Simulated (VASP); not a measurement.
Runs of VASP 6.6.1 on C. The structure is that of space group Im-3m (No. 229), or close to it. The cells are those of the table. 

| task | cell | k mesh | cutoff (eV) | gap on the mesh (eV) | pressure (GPa) |
| --- | --- | --- | --- | --- | --- |
| single point | a = 2.108 Å, angles 109.5°, 1 atom | 21 × 21 × 21 | 520 | none | -19.1 |
| single point | a = 1.945 Å, angles 109.5°, 1 atom | 21 × 21 × 21 | 520 | none | 34.9 |
| single point | a = 2.030 Å, angles 109.5°, 1 atom | 18 × 18 × 18 | 520 | none | 0.3 |
| single point | a = 2.003 Å, angles 109.5°, 1 atom | 21 × 21 × 21 | 520 | none | (a) |
| relaxation of cell and atoms | relaxed from a = 2.048 Å, angles 109.5°, 1 atom | 18 × 18 × 18 | 600 | none | 0.0 |

Alike in all rows: level PBEsol; potentials or basis VASP PAW PBE potentials, release 64 (C); no spin polarisation; smearing fermi-dirac 0.1 eV.

**Question.** Estimate the missing entries.

**Answer.** (a) 9.3.

Caveats: the PAW data sets were made with another functional, which shifts forces and pressure a little.

A gap of «none» marks levels without a gap at the run's occupations.
